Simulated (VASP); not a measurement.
# Sr3O in VASP: a series of runs

Sr3O is run at these levels: PBE; tasks: relaxation of cell and atoms, single point.

Everything below comes from runs of VASP 6.6.1. Logs are shortened: lines on timing, memory, paths and dates and some standing lists are left out, and cuts for length are marked.

## (1) The cell of the first run

Symmetry: Pm-3m, No. 221, cubic system. The conventional cell has a = 4.686 Å, b = 4.686 Å, c = 4.686 Å, α = 90.00°, β = 90.00°, γ = 90.00°. Within 4.4 Å of Sr (site symmetry 4/mmm) lie 8 Sr at 3.31 Å and 4 O at 3.31 Å. O (site symmetry m-3m) has 12 Sr at 3.31 Å within 4.4 Å.

## (2) Relaxation of cell and atoms, PBE

INCAR reads:

```
PREC = Accurate ; ENCUT = 600
EDIFF = 1E-6 ; ISMEAR = 0
SIGMA = 0.1 ; LREAL = False
LASPH = True ; NELM = 80
ALGO = Normal ; ISIF = 3
LWAVE = False ; LCHARG = False
GGA = PE ; IBRION = 2
NSW = 90 ; EDIFFG = -0.04
```

KPOINTS reads:

```
regular mesh
0
Gamma
  4 4 4
```

POSCAR reads:

```
Sr3O
1.0
    4.6863334993      0.0000000000      0.0000000000
    0.0000000000      4.6863334993      0.0000000000
    0.0000000000      0.0000000000      4.6863334993
Sr O
3 1
Direct
    0.0000000000      0.5000000000      0.5000000000
    0.5000000000      0.0000000000      0.5000000000
    0.5000000000      0.5000000000      0.0000000000
    0.0000000000      0.0000000000      0.0000000000
```

Potentials or basis: VASP PAW PBE potentials, release 64 (Sr_sv, O).

On the command line:

```console
$ cat potpaw_PBE.64/Sr_sv/POTCAR potpaw_PBE.64/O/POTCAR > POTCAR
$ mpirun -np 1 vasp_std > vasp.out
```

OUTCAR:

```text
PREC = Accurate
   ENCUT = 600
   EDIFF = 1E-6
   ISMEAR = 0
   LREAL = False
   LASPH = True
   NELM = 80
   ISIF = 3
   GGA = PE
   IBRION = 2
   NSW = 90
   EDIFFG = -0.04

 ion  position               nearest neighbor table
   1  0.000  0.500  0.500-   2 3.31   3 3.31   4 3.31   3 3.31   4 3.31   2 3.31   4 3.31   4 3.31
                             2 3.31   3 3.31   3 3.31   2 3.31
   2  0.500  0.000  0.500-   1 3.31   3 3.31   4 3.31   3 3.31   4 3.31   1 3.31   3 3.31   3 3.31
                             1 3.31   4 3.31   4 3.31   1 3.31
   3  0.500  0.500  0.000-   1 3.31   2 3.31   4 3.31   1 3.31   2 3.31   2 3.31   4 3.31   2 3.31
                             1 3.31   4 3.31   1 3.31   4 3.31
   4  0.000  0.000  0.000-   1 3.31   2 3.31   3 3.31   1 3.31   2 3.31   1 3.31   3 3.31   1 3.31
                             2 3.31   3 3.31   2 3.31   3 3.31

  LATTYP: Found a simple cubic cell.
 ALAT       =     4.6863334993

  Lattice vectors:

 A1 = (   4.6863334993,   0.0000000000,   0.0000000000)
 A2 = (   0.0000000000,   4.6863334993,   0.0000000000)
 A3 = (   0.0000000000,   0.0000000000,   4.6863334993)

Analysis of symmetry for initial positions (statically):
=====================================================================
 Subroutine PRICEL returns:
 Original cell was already a primitive cell.

 Routine SETGRP: Setting up the symmetry group for a
 simple cubic supercell.

 Subroutine GETGRP returns: Found 48 space group operations
 (whereof 48 operations were pure point group operations)
 out of a pool of 48 trial point group operations.

The static configuration has the point symmetry O_h .

Analysis of symmetry for dynamics (positions and initial velocities):
=====================================================================
 Subroutine PRICEL returns:
 Original cell was already a primitive cell.

 Routine SETGRP: Setting up the symmetry group for a
 simple cubic supercell.

 Subroutine GETGRP returns: Found 48 space group operations
 (whereof 48 operations were pure point group operations)
 out of a pool of 48 trial point group operations.

The dynamic configuration has the point symmetry O_h .

 Subroutine INISYM returns: Found 48 space group operations
 (whereof 48 operations are pure point group operations),
 and found     1 'primitive' translations

----------------------------------------------------------------------------------------

                                     Primitive cell

  volume of cell :     102.9200

  direct lattice vectors                    reciprocal lattice vectors
     4.686333499  0.000000000  0.000000000     0.213386435  0.000000000  0.000000000
     0.000000000  4.686333499  0.000000000     0.000000000  0.213386435  0.000000000
     0.000000000  0.000000000  4.686333499     0.000000000  0.000000000  0.213386435

  length of vectors
     4.686333499  4.686333499  4.686333499     0.213386435  0.213386435  0.213386435

  position of ions in fractional coordinates (direct lattice)
     0.000000000  0.500000000  0.500000000
     0.500000000  0.000000000  0.500000000
     0.500000000  0.500000000  0.000000000
     0.000000000  0.000000000  0.000000000

  ion indices of the primitive-cell ions
   primitive index   ion index
                 1           1
                 2           2
                 3           3
                 4           4

----------------------------------------------------------------------------------------

 KPOINTS: regular mesh

Automatic generation of k-mesh.
 Grid dimensions read from file:
 generate k-points for:    4    4    4

 Generating k-lattice:

  Cartesian coordinates                     Fractional coordinates (reciprocal lattice)
     0.053346609  0.000000000  0.000000000     0.250000000  0.000000000  0.000000000
     0.000000000  0.053346609  0.000000000     0.000000000  0.250000000  0.000000000
     0.000000000  0.000000000  0.053346609     0.000000000  0.000000000  0.250000000

  Length of vectors
     0.053346609  0.053346609  0.053346609

  Shift w.r.t. Gamma in fractional coordinates (k-lattice)
     0.000000000  0.000000000  0.000000000

 Subroutine IBZKPT returns following result:
 ===========================================

 Found     10 irreducible k-points:

 Following reciprocal coordinates:
            Coordinates               Weight
  0.000000  0.000000  0.000000      1.000000
  0.250000  0.000000  0.000000      6.000000
  0.500000  0.000000  0.000000      3.000000
  0.250000  0.250000  0.000000     12.000000
  0.500000  0.250000  0.000000     12.000000
  0.500000  0.500000  0.000000      3.000000
  0.250000  0.250000  0.250000      8.000000
  0.500000  0.250000  0.250000     12.000000
  0.500000  0.500000  0.250000      6.000000
  0.500000  0.500000  0.500000      1.000000
   k-points           NKPTS =     10   k-points in BZ     NKDIM =     10   number of bands    NBANDS=     22
[... 50 lines left out ...]
 Gauss-broadening in eV      SIGMA  =   0.10
  energy-cutoff  :      600.00
  volume of cell :      102.92
 maximum number of plane-waves:      3468
 NGX is ok and might be reduce to    40
   NGX = 19   NGY = 19   NGZ = 19

--------------------------------------- Ionic step        1  -------------------------------------------

 number of electron      36.0000006 magnetization

 Free energy of the ion-electron system (eV)
  ---------------------------------------------------
  ext. energy  EPLUGINS =         0.00000000
  ---------------------------------------------------
  free energy    TOTEN  =        -8.75715861 eV

  energy without entropy =       -8.73551399  energy(sigma->0) =       -8.74633630

 E-fermi :   4.1942     XC(G=0):  -9.3312

 val. band max:        4.1848881177   @ k =   0.2500   0.0000   0.0000
 cond. band min:       4.3256503886   @ k =   0.2500   0.2500   0.2500
 fundamental gap:      0.1407622709
 Fermi energy:         4.1942256156

 k-point     1 :       0.0000    0.0000    0.0000
  band No.  band energies     occupation
      1     -32.4623      2.00000
      2     -32.1448      2.00000
      3     -32.1448      2.00000
      4     -15.0284      2.00000
      5     -15.0284      2.00000
      6     -15.0284      2.00000
[... 14 lines left out ...]
     21       3.9555      1.99926
     22       3.9555      1.99926

 k-point     2 :       0.2500    0.0000    0.0000
  band No.  band energies     occupation
      1     -32.4224      2.00000
      2     -32.1858      2.00000
      3     -32.1441      2.00000
      4     -14.9324      2.00000
      5     -14.9324      2.00000
      6     -14.9024      2.00000
[... 303 lines left out ...]
 VOLUME and BASIS-vectors are now :
 -----------------------------------------------------------------------------
  energy-cutoff  :      600.00
  volume of cell :      151.23
      direct lattice vectors                 reciprocal lattice vectors
     5.327737187 -0.000000000 -0.000000000     0.187696946  0.000000000 -0.000000000
    -0.000000000  5.327737187 -0.000000000     0.000000000  0.187696946 -0.000000000
     0.000000000  0.000000000  5.327737187     0.000000000  0.000000000  0.187696946

 POSITION                                       TOTAL-FORCE (eV/Angst)
 -----------------------------------------------------------------------------------
     -0.00000      2.66387      2.66387         0.000000     -0.000000      0.000000
      2.66387     -0.00000      2.66387        -0.000000      0.000000      0.000000
      2.66387      2.66387     -0.00000        -0.000000      0.000000      0.000000
      0.00000      0.00000      0.00000        -0.000000     -0.000000      0.000000
 -----------------------------------------------------------------------------------
    total drift:                               -0.000000     -0.000000     -0.000000

  FREE ENERGIE OF THE ION-ELECTRON SYSTEM (eV)
  ---------------------------------------------------
  free  energy   TOTEN  =        -9.6435424091 eV

  energy  without entropy=       -9.6312784655  energy(sigma->0) =       -9.63741044

--------------------------------------- Ionic step        4  -------------------------------------------

 number of electron      35.9999999 magnetization

 Free energy of the ion-electron system (eV)
  ---------------------------------------------------
  ext. energy  EPLUGINS =         0.00000000
  ---------------------------------------------------
  free energy    TOTEN  =        -9.66304539 eV

  energy without entropy =       -9.65372863  energy(sigma->0) =       -9.65838701

 E-fermi :   2.3280     XC(G=0):  -8.0472

 val. band max:        2.1832645435   @ k =   0.0000   0.0000   0.0000
 cond. band min:       2.3796980958   @ k =   0.5000   0.5000   0.0000
 fundamental gap:      0.1964335523
 Fermi energy:         2.3280001164

 k-point     1 :       0.0000    0.0000    0.0000
  band No.  band energies     occupation
      1     -34.5369      2.00000
      2     -34.4522      2.00000
      3     -34.4522      2.00000
      4     -16.7503      2.00000
      5     -16.7503      2.00000
      6     -16.7503      2.00000
[... 14 lines left out ...]
     21       2.6129      0.00006
     22       2.6129      0.00006

 k-point     2 :       0.2500    0.0000    0.0000
  band No.  band energies     occupation
      1     -34.5261      2.00000
      2     -34.4629      2.00000
      3     -34.4521      2.00000
      4     -16.7119      2.00000
      5     -16.7119      2.00000
      6     -16.6921      2.00000
[... 227 lines left out ...]
 VOLUME and BASIS-vectors are now :
 -----------------------------------------------------------------------------
  energy-cutoff  :      600.00
  volume of cell :      144.69
      direct lattice vectors                 reciprocal lattice vectors
     5.249867694 -0.000000000 -0.000000000     0.190480991  0.000000000 -0.000000000
    -0.000000000  5.249867694 -0.000000000     0.000000000  0.190480991 -0.000000000
     0.000000000  0.000000000  5.249867694     0.000000000  0.000000000  0.190480991

 POSITION                                       TOTAL-FORCE (eV/Angst)
 -----------------------------------------------------------------------------------
     -0.00000      2.62493      2.62493         0.000000      0.000000      0.000000
      2.62493     -0.00000      2.62493        -0.000000      0.000000      0.000000
      2.62493      2.62493     -0.00000        -0.000000     -0.000000      0.000000
      0.00000      0.00000      0.00000        -0.000000     -0.000000      0.000000
 -----------------------------------------------------------------------------------
    total drift:                                0.000000     -0.000000     -0.000000

  FREE ENERGIE OF THE ION-ELECTRON SYSTEM (eV)
  ---------------------------------------------------
  free  energy   TOTEN  =        -9.6630453864 eV

  energy  without entropy=       -9.6537286254  energy(sigma->0) =       -9.65838701

 reached required accuracy - stopping structural energy minimisation
```

Run time: 2.1 min. Hardware: 1 thread of Intel Xeon Platinum 8259CL at 2.50GHz (Skylake/Cascade Lake), shared host; peak memory 0.26 GiB.

Results:

```
Free energy                            : -9.6630 eV
Relaxed volume                         : 36.17 Å³/atom
Relaxed cell                           : a = 5.250 Å, b = 5.250 Å, c = 5.250 Å, α = 90.00°, β = 90.00°, γ = 90.00°
Space group after relaxing (to 0.05 Å) : Pm-3m (No. 221)
Energy gained by relaxing              : 226.5 meV/atom
Ionic steps                            : 4
Pressure after relaxing                : -0.1 GPa
Band gap on the k mesh                 : zero (band 18 reaches 2.50 eV, above the bottom of band 19 at 1.37 eV)
```

The path:
```
step  energy change (eV)  largest force (eV/Å)  pressure (GPa)  volume (Å³)
   1              0.0000                0.0000            7.85       102.92
   2             -0.6886                0.0000            3.65       122.87
   3             -0.8864                0.0000           -0.83       151.23
   4             -0.9059                0.0000           -0.10       144.69
```

Final structure:
```
Sr O
1.0
     5.24987    0.00000    0.00000
     0.00000    5.24987    0.00000
     0.00000    0.00000    5.24987
Sr O
3 1
Direct
  0.00000 0.50000 0.50000
  0.50000 0.00000 0.50000
  0.50000 0.50000 0.00000
  0.00000 0.00000 0.00000
```

Levels at points of the mesh, in eV from the Fermi level:
```tsv
k point	band 14	band 15	band 16	band 17	band 18	band 19	band 20	band 21	band 22
(0.00, 0.00, 0.00)	-3.50	-1.89	-1.89	-1.89	-0.80	-0.14	-0.14	0.28	0.28
(0.50, 0.00, 0.00)	-3.10	-2.02	-2.02	-1.51	-0.86	0.62	0.66	1.09	1.60
(0.50, 0.50, 0.00)	-2.51	-2.51	-2.09	-0.96	0.05	0.05	0.78	0.89	1.57
(0.50, 0.50, 0.50)	-2.10	-2.10	-2.10	-0.96	-0.96	-0.96	0.31	0.72	2.13
```

Caveat: the volume moved by over 15 % at a fixed basis, so the end points are rough.

## (3) Relaxation of cell and atoms, PBE

This run uses another cell than the first one, of 25.17 Å³/atom, 0.978 times its volume.

INCAR reads:

```
SYSTEM = Sr3O
PREC = Accurate ; ENCUT = 600
EDIFF = 1E-6 ; ISMEAR = 0
SIGMA = 0.1 ; LREAL = .FALSE.
LASPH = .TRUE. ; NELM = 60
ALGO = Normal ; ISIF = 3
LWAVE = .FALSE. ; LCHARG = .FALSE.
GGA = PE ; IBRION = 2
NSW = 90 ; EDIFFG = -0.04
```

KPOINTS reads:

```
regular mesh
0
G
  4 4 4
  0 0 0
```

POSCAR reads:

```
Sr3O
1.0
    4.6680104780      0.0000000000      0.0000000000
    0.0000000000      4.6680104780      0.0000000000
    0.0000000000      0.0000000000      4.6200298455
Sr O
3 1
Direct
    0.0000000000      0.5000000000      0.5000000000
    0.5000000000      0.0000000000      0.5000000000
    0.5000000000      0.5000000000      0.0000000000
    0.0000000000      0.0000000000      0.0000000000
```

Potentials or basis: VASP PAW PBE potentials, release 64 (Sr_sv, O).

On the command line:

```console
$ cat potpaw_PBE.64/Sr_sv/POTCAR potpaw_PBE.64/O/POTCAR > POTCAR
$ mpirun -np 1 vasp_std > vasp.out
```

Run time: 5 min. Hardware: 1 thread of Intel Xeon Platinum 8259CL at 2.50GHz (Skylake/Cascade Lake), shared host; peak memory 0.27 GiB.

Results (log left out):

| Item | Value |
| --- | --- |
| Free energy | -9.6617 eV |
| Relaxed volume | 35.88 Å³/atom |
| Relaxed cell | a = 5.266 Å, b = 5.266 Å, c = 5.176 Å, α = 90.00°, β = 90.00°, γ = 90.00° |
| Space group after relaxing (to 0.05 Å) | P4/mmm (No. 123) |
| Energy gained by relaxing | 254.5 meV/atom |
| Ionic steps | 5 |
| Pressure after relaxing | 0.0 GPa |
| Band gap on the k mesh | zero (band 18 reaches 2.53 eV, above the bottom of band 19 at 1.42 eV) |

Stress tensor (GPa, compression positive):
```
 0.06  0.00  0.00
 0.00  0.06  0.00
 0.00  0.00 -0.05
```

The path:
```csv
step,energy change (eV),largest force (eV/Å),pressure (GPa),volume (Å³)
1,0.0000,0.0000,8.35,100.67
2,-0.7583,0.0000,4.04,121.02
3,-0.9825,0.0000,-1.14,153.60
4,-1.0177,0.0000,-0.10,144.52
5,-1.0179,0.0000,0.02,143.54
```

Final structure:
```xyz
4
Lattice="5.2659 0.0000 0.0000 0.0000 5.2659 0.0000 0.0000 0.0000 5.1763" Properties=species:S:1:pos:R:3 pbc="T T T"
Sr    0.0000    2.6329    2.5882
Sr    2.6329    0.0000    2.5882
Sr    2.6329    2.6329    0.0000
O     0.0000    0.0000    0.0000
```

Levels at points of the mesh, in eV from the Fermi level:
```
           k point  band 15  band 16  band 17  band 18  band 19  band 20  band 21  band 22
(0.00, 0.00, 0.00)    -1.92    -1.92    -1.90    -0.82    -0.20    -0.11     0.25     0.28
(0.50, 0.00, 0.00)    -2.05    -2.03    -1.53    -0.86     0.61     0.61     1.09     1.49
(0.50, 0.50, 0.00)    -2.55    -2.10    -0.98     0.06     0.06     0.85     0.88     1.54
(0.00, 0.00, 0.50)    -2.05    -2.05    -1.50    -0.84     0.62     0.75     1.07     1.49
(0.50, 0.00, 0.50)    -2.52    -2.12    -0.94     0.03     0.07     0.75     0.90     1.54
(0.50, 0.50, 0.50)    -2.13    -2.13    -0.98    -0.98    -0.95     0.29     0.75     2.77
```

Caveat: the volume moved by over 15 % at a fixed basis, so the end points are rough.

## (4) Single point, PBE

This run uses another cell than the first one, of 36.16 Å³/atom, 1.405 times its volume.

INCAR reads:

```
SYSTEM = Sr3O
PREC     = Accurate       ! precision mode
ENCUT    = 520            ! plane-wave cutoff, eV
EDIFF    = 1E-6           ! SCF threshold, eV
ISMEAR   = 0              ! smearing method
SIGMA    = 0.1            ! smearing width, eV
LREAL    = .False.        ! projectors in reciprocal space
LASPH    = .True.         ! aspherical terms in the spheres
NELM     = 80             ! most SCF steps
ALGO     = Normal         ! electronic algorithm
ISIF     = 2              ! what is computed and relaxed
LWAVE    = .False.        ! write WAVECAR
LCHARG   = .False.        ! write CHGCAR
GGA      = PE             ! functional
NBANDS   = 26             ! bands
```

KPOINTS reads:

```
Automatic mesh
0
Gamma
  10 10 10
  0 0 0
```

POSCAR reads:

```
Sr3O
1.0
    5.2491366415      0.0000000000      0.0000000000
    0.0000000000      5.2491366415      0.0000000000
    0.0000000000      0.0000000000      5.2491366415
Sr O
3 1
Direct
    0.0000000000      0.5000000000      0.5000000000
    0.5000000000      0.0000000000      0.5000000000
    0.5000000000      0.5000000000      0.0000000000
    0.0000000000      0.0000000000      0.0000000000
```

On the command line:

```console
$ cat potpaw_PBE.64/Sr_sv/POTCAR potpaw_PBE.64/O/POTCAR > POTCAR
$ mpirun -np 1 vasp_std > vasp.out
```

It took 2.8 min on 1 thread of Intel Xeon Platinum 8259CL at 2.50GHz (Skylake/Cascade Lake), shared host; peak memory 0.35 GiB.

The run converged. Its results:

| Item | Value |
| --- | --- |
| Free energy | -9.6503 eV |
| Pressure | 0.0 GPa |
| Band gap on the k mesh | zero (band 18 reaches 2.42 eV, above the bottom of band 19 at 1.38 eV) |

Levels at points of the mesh, in eV from the Fermi level:
```
           k point  band 16  band 17  band 18  band 19  band 20  band 21
(0.00, 0.00, 0.00)    -1.84    -1.84    -0.71    -0.06    -0.06     0.37
(0.50, 0.00, 0.00)    -1.97    -1.42    -0.78     0.71     0.74     1.17
(0.50, 0.50, 0.00)    -2.04    -0.86     0.13     0.13     0.87     0.96
(0.50, 0.50, 0.50)    -2.05    -0.87    -0.87    -0.87     0.38     0.83
```

## (5) Summary

```tsv
task	cell	k mesh	cutoff (eV)	gap on the mesh (eV)	pressure (GPa)	relaxed volume (Å³/atom)
relaxation of cell and atoms	relaxed from a = 4.686 Å, 4 atoms	4 × 4 × 4	600	none	-0.1	36.17
relaxation of cell and atoms	relaxed from a = 4.668, b = 4.668, c = 4.620 Å, 4 atoms	4 × 4 × 4	600	none	0.0	35.88
single point	a = 5.249 Å, 4 atoms	10 × 10 × 10	520	none	0.0	-
```

Alike in all rows: level PBE; potentials or basis VASP PAW PBE potentials, release 64 (Sr_sv, O); no spin polarisation; smearing gaussian 0.1 eV.

Caveats: the volume moved by over 15 % at a fixed basis, so the end points are rough (some runs).

Absolute energies hang on the potentials; compare differences alone.
